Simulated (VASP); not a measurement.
MgS, 2 atoms in the cell. The structure is cubic, space group Fm-3m (No. 225). Conventional cell: a = 5.232 Å, b = 5.232 Å, c = 5.232 Å, α = 90.00°, β = 90.00°, γ = 90.00°. Within 3.5 Å of Mg (site symmetry m-3m) lie 6 S at 2.62 Å. S (site symmetry m-3m) has 6 Mg at 2.62 Å within 3.5 Å. 

```yaml
Program: VASP 6.6.1
Task: relaxation of cell and atoms
Functional: PBE
Potentials_or_basis: VASP PAW PBE potentials, release 64 (Mg, S)
Cutoff: 600 eV
k_mesh: 8 × 8 × 8
Occupations: gaussian, width 0.02 eV
Spin: no spin polarisation
Dipole_correction: no
Further_INCAR_settings: ALGO = Normal; EDIFF = 1e-06; IBRION = 2; EDIFFG = -0.01; NSW = 100; ISIF = 3
```

Potentials or basis: VASP PAW PBE potentials, release 64 (Mg, S).

Run with:

```console
$ cat potpaw_PBE.64/Mg/POTCAR potpaw_PBE.64/S/POTCAR > POTCAR
$ mpirun -np 1 vasp_std > vasp.out
```

Hardware: 1 thread of Intel(R) Xeon(R) Platinum 8488C (Sapphire Rapids), with other jobs on the host.

Problem. Estimate the wall time of this run.

Solution. Wall time 11 s on 1 thread of Intel(R) Xeon(R) Platinum 8488C (Sapphire Rapids) (shared host), peak memory 0.17 GiB. Counts: scf iterations 16, k points 29, ion steps 2.
